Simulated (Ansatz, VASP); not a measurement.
**Ga in VASP and in Ansatz**

```
CELL_PARAMETERS angstrom
4.44546 0.00000 0.00000
-2.22273 3.84989 0.00000
0.00000 0.00000 5.53892
ATOMIC_POSITIONS crystal
Ga 0.66667 0.33333 0.99998
Ga 0.33333 0.66667 0.49998
Ga 0.66667 0.33333 0.50002
Ga 0.33333 0.66667 0.00002
```

Alike in both runs: functional PBE; k mesh 12 × 12 × 6; occupations gaussian, width 0.1 eV; no spin polarisation.

Ansatz relaxed the structure, and its values are those at the end. VASP's run is a single point on that final structure, the one shown.

|  | VASP | Ansatz |
| --- | --- | --- |
| version | VASP 6.6.1 | Ansatz 0.2.0 |
| potentials or method | VASP PAW PBE potentials, release 64 (Ga_d), cutoff 520 eV | scalar-relativistic, plane waves, PAW |
| valence electrons in the cell | 52 | 52 |

|  | VASP | Ansatz | Ansatz less VASP |
| --- | --- | --- | --- |
| gap on the k mesh at the Fermi level (eV) | none | none | - |
| pressure (GPa) | 0.1 | 0.0 | -0.11 |

A gap of «none» marks a metal or a gap that the smearing closes.
